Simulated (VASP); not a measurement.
Wanted: the native input for a VASP 6.6.1 run.

| Item | Value |
| --- | --- |
| Task | single point |
| Functional | PBE |
| Potentials or basis | VASP PAW PBE potentials, release 64 (Ti_sv) |
| Cutoff | 520 eV |
| k mesh | 16 × 16 × 16 |
| Occupations | fermi-dirac, width 0.0612256 eV |
| Spin | no spin polarisation |
| Dipole correction | no |
| Further INCAR settings | ALGO = Normal; EDIFF = 1e-06; NBANDS = 12 |

The structure of Ti lies in POSCAR:

```
Ti
1.0
    0.0000000000      2.0145830510      2.0145830510
    2.0145830510      0.0000000000      2.0145830510
    2.0145830510      2.0145830510      0.0000000000
Ti
1
Direct
    0.0000000000      0.0000000000      0.0000000000
```

This isn't the form of Ti at room conditions, which is hcp.

These files were run (other wordings do the same):

INCAR

```
PREC     = Accurate       # precision mode
ENCUT    = 520            # plane-wave cutoff, eV
EDIFF    = 1E-6           # SCF threshold, eV
ISMEAR   = -1             # smearing method
SIGMA    = 0.06122561905347299 # smearing width, eV
LREAL    = False          # projectors in reciprocal space
LASPH    = True           # aspherical terms in the spheres
NELM     = 60             # most SCF steps
ALGO     = Normal         # electronic algorithm
ISIF     = 2              # what is computed and relaxed
LWAVE    = False          # write WAVECAR
LCHARG   = False          # write CHGCAR
GGA      = PE             # functional
NBANDS   = 12             # bands
```

KPOINTS

```
Automatic mesh
0
Gamma
  16 16 16
```

Potentials or basis: VASP PAW PBE potentials, release 64 (Ti_sv).

The run is started by

```console
$ cat potpaw_PBE.64/Ti_sv/POTCAR > POTCAR
$ mpirun -np 1 vasp_std > vasp.out
```

Results of the run:

| Quantity | Value |
| --- | --- |
| Pressure | 7.0 GPa |
| Band gap on the k mesh | zero (bands 6 and 7 overlap by 1.31 eV) |

Caveat: the cell stands under pressure.

It took 11 s on 1 thread of Intel(R) Xeon(R) 6975P-C (Granite Rapids), on a shared host, peak memory 0.15 GiB.
